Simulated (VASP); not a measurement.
# Au: single point with PBEsol

The system is Au.

```xyz
1
Lattice="-1.6211 1.6211 1.6616 1.6211 -1.6211 1.6616 1.6211 1.6211 -1.6616" Properties=species:S:1:pos:R:3 pbc="T T T"
Au    0.0000    0.0000    0.0000
```

This cell differs from its parent crystal: strain +0.000 along x and y, +0.025 along z.

```
Program             : VASP 6.6.1
Task                : single point
Functional          : PBEsol
Potentials or basis : VASP PAW PBE potentials, release 64 (Au)
Cutoff              : 520 eV
k mesh              : 26 × 26 × 26
Occupations         : gaussian, width 0.15 eV
Spin                : no spin polarisation
```

```yaml
Pressure: -4.0 GPa
Band_gap_on_the_k_mesh: zero (an odd number of electrons rules out a gap without spin polarisation)
```

Stress tensor (GPa, compression positive):
```
-4.11  0.00  0.00
 0.00 -4.11  0.00
 0.00  0.00 -3.87
```

Levels at points of the mesh, in eV from the Fermi level:
```csv
k point,band 2,band 3,band 4,band 5,band 6,band 7,band 8,band 9,band 10,band 11
"(0.00, 0.00, 0.00)",-4.76,-4.76,-4.61,-2.93,-2.75,16.23,16.65,16.65,23.35,24.16
"(0.50, 0.00, 0.00)",-5.71,-3.07,-2.64,-1.37,-0.62,3.37,12.47,13.91,21.74,22.00
"(0.50, 0.50, 0.00)",-5.88,-2.85,-2.58,-1.33,-0.48,3.57,12.12,13.35,20.98,21.66
"(0.50, 0.50, 0.50)",-6.59,-1.76,-1.70,-1.70,5.78,6.48,6.48,9.39,15.52,16.01
```

Run time: 3.6 min on 1 thread of Intel Xeon 8259CL, on a shared host, peak memory 0.38 GiB.

Caveat: the cell differs from its parent crystal (strain +0.000 along x and y, +0.025 along z); the cell stands under tension; the PAW data sets were made with another functional, which shifts forces and pressure a little; spin-orbit coupling is left out, which moves the levels of the heavy elements.
